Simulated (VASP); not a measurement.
Write the native input for VASP 6.6.1 that does the following.

* Task: single point
* Functional: PBEsol
* Potentials or basis: VASP PAW PBE potentials, release 64 (Sr_sv, O)
* Cutoff: 600 eV
* k mesh: 6 × 6 × 6
* Occupations: gaussian, width 0.01 eV
* Spin: no spin polarisation
* Dipole correction: no
* Further INCAR settings: ALGO = Normal; EDIFF = 1e-06; NBANDS = 15

The structure of SrO lies in POSCAR:

```
SrO
1.0
   -0.0289900622      2.5579500636      2.5579500636
    2.5579500636     -0.0289900622      2.5579500636
    2.5579500636      2.5579500636     -0.0289900622
Sr O
1 1
Direct
    0.0000000000      0.0000000000      0.0000000000
    0.5000000000      0.5000000000      0.5000000000
```

One way to write it, as run:

INCAR

```
PREC = Accurate
ENCUT = 600
EDIFF = 1E-6
ISMEAR = 0
SIGMA = 0.01
LREAL = F
LASPH = T
NELM = 120
ALGO = Normal
ISIF = 2
LWAVE = F
LCHARG = F
GGA = PS
NBANDS = 15
GGA_COMPAT = F
```

KPOINTS

```
regular mesh
0
Gamma
  6 6 6
```

Potentials or basis: VASP PAW PBE potentials, release 64 (Sr_sv, O).

Run with:

```console
$ cat potpaw_PBE.64/Sr_sv/POTCAR potpaw_PBE.64/O/POTCAR > POTCAR
$ mpirun -np 1 vasp_std > vasp.out
```

It gave:

```
Pressure               : -0.7 GPa
Band gap on the k mesh : 3.13 eV (least direct gap 3.23 eV)
```

Caveat: the PAW data sets were made with another functional, which shifts forces and pressure a little.

It took 41 s on 1 thread of Intel Xeon 8259CL, on a shared host, peak memory 0.18 GiB.
